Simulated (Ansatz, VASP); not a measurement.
# Two plane-wave programs on Ta

The input INCAR:

```
PREC = Accurate
ENCUT = 500
EDIFF = 1E-6
ISMEAR = -1
SIGMA = 0.15
LREAL = False
LASPH = True
NELM = 200
ALGO = Normal
ISIF = 2
LWAVE = False
LCHARG = False
LNONCOLLINEAR = True
MAGMOM = 0 0 0
LORBIT = 11
LSORBIT = True
GGA_COMPAT = False
LORBMOM = True
LMAXMIX = 4
GGA = PE
NBANDS = 22
```

Contents of KPOINTS:

```
Automatic mesh
0
Gamma
  4 4 4
```

File POSCAR:

```
Ta
1.0
    0.0000000000      2.1105000000      2.1105000000
    2.1105000000      0.0000000000      2.1105000000
    2.1105000000      2.1105000000      0.0000000000
Ta
1
Direct
    0.0000000000      0.0000000000      0.0000000000
```

Input for Ansatz:

```yaml
crystal:
  lattice:
    - [0, 2.1105, 2.1105]
    - [2.1105, 0, 2.1105]
    - [2.1105, 2.1105, 0]
  atoms:
    - { symbol: Ta, position: [0, 0, 0] }
kpoints:
  mp_grid: { grid: [4, 4, 4] }
hamiltonian:
  xc: pbe
  pseudopotentials:
    kind: paw_fr
    azcp:
      Ta: "pseudopotentials/pbe/paw/ansatz_paw_generated_soft_1/Ta.paw.azcp"
scf:
  occupations: { method: fermi_dirac, width: 0.15 }
  convergence: { dr2_threshold: "1e-9 eV" }
  max_iter: 300
output:
  forces: true
  stress: true
  eigenvalues: true
magnetization:
  noncollinear: true
  spin_orbit: true
basis:
  ecutwfc: 600
```

Alike in both runs: task single point; functional PBE; k mesh 4 × 4 × 4; occupations fermi-dirac, width 0.15 eV; non-collinear spin, spin-orbit coupling.

```csv
,VASP,Ansatz
version,VASP 6.6.1,Ansatz 0.2.0 development build
potentials or method,"VASP PAW PBE potentials, release 64 (Ta_pv), cutoff 500 eV","plane waves, PAW datasets (generated soft set 1)"
valence electrons in the cell,11,13
```

|  | VASP | Ansatz | Ansatz less VASP |
| --- | --- | --- | --- |
| net moment per atom (μB) | 0.00 | 0.00 | 0.000 |

VASP's potentials hold 11 valence electrons a cell and Ansatz's 13, so a difference there can come from the potentials and not from the codes. Ansatz's warnings: stress scf threshold loose.

The k mesh is coarse, so the values compare programs but aren't converged.
